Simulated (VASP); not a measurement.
Wanted: the native input for a VASP 6.6.1 run.

- Task: single point
- Functional: PBE
- Potentials or basis: VASP PAW PBE potentials, release 64 (Ti_sv, H)
- Cutoff: 520 eV
- k mesh: 10 × 10 × 10
- Occupations: gaussian, width 0.1 eV
- Spin: no spin polarisation
- Dipole correction: no
- Further INCAR settings: ALGO = Normal; EDIFF = 1e-06; NBANDS = 27

The structure of TiH4 lies in POSCAR:

```
TiH4
1.0
    0.0000000000      3.5122067788      3.5122067788
    3.5122067788      0.0000000000      3.5122067788
    3.5122067788      3.5122067788      0.0000000000
Ti H
2 8
Direct
    0.2500000000      0.2500000000      0.2500000000
    0.7500000000      0.7500000000      0.7500000000
    0.6049977003      0.6049977003      0.6049977003
    0.6049977003      0.6049977003      0.1850068992
    0.6049977003      0.1850068992      0.6049977003
    0.1850068992      0.6049977003      0.6049977003
    0.3950022997      0.3950022997      0.8149931008
    0.3950022997      0.3950022997      0.3950022997
    0.3950022997      0.8149931008      0.3950022997
    0.8149931008      0.3950022997      0.3950022997
```

The cell was generated, and may not be a known phase.

These files were run (other wordings do the same):

INCAR

```
  ALGO = Normal
  EDIFF = 1E-6
  ENCUT = 520
  GGA = PE
  ISIF = 2
  ISMEAR = 0
  LASPH = True
  LCHARG = False
  LREAL = False
  LWAVE = False
  NBANDS = 27
  NELM = 100
  PREC = Accurate
  SIGMA = 0.1
```

KPOINTS

```
k-points
0
Gamma
  10 10 10
```

Potentials or basis: VASP PAW PBE potentials, release 64 (Ti_sv, H).

Run with:

```bash
$ cat potpaw_PBE.64/Ti_sv/POTCAR potpaw_PBE.64/H/POTCAR > POTCAR
$ mpirun -np 1 vasp_std > vasp.out
```

It gave:

```
Pressure               : -0.2 GPa
Largest force          : 0.003 eV/Å
Band gap on the k mesh : zero (bands 16 and 17 overlap by 0.32 eV)
```

Run time: 3.9 min on 1 thread of Intel Xeon 8259CL (shared host), peak memory 0.28 GiB.
